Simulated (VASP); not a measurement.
Runs of VASP 6.6.1 on I. The structure is that of space group Fd-3m (No. 227), or close to it. The cells are those of the table. 

```csv
cell,gap on the mesh (eV),pressure (GPa)
"a = 4.740 Å, angles 60.0°, 2 atoms",none,12.9
"a = 4.502 Å, angles 60.0°, 2 atoms",none,25.8
"a = 4.955 Å, angles 60.0°, 2 atoms",none,(a)
"a = 3.933 Å, angles 60.0°, 2 atoms",none,111.3
"a = 4.237 Å, angles 60.0°, 2 atoms",none,(b)
```

Alike in all rows: task single point; level LDA; potentials or basis VASP PAW LDA potentials, release 64 (I); no spin polarisation; k mesh 11 × 11 × 11; cutoff (eV) 520; smearing fermi-dirac 0.08 eV.

Question: Estimate the missing entries.

Answer: (a) 6.0; (b) 51.4.

Caveats: the cell stands under pressure; spin-orbit coupling is left out, which moves the levels of the heavy elements.

A k mesh can miss the band edges, and the runs leave out spin-orbit coupling on I.

A gap of «none» marks levels without a gap at the run's occupations.
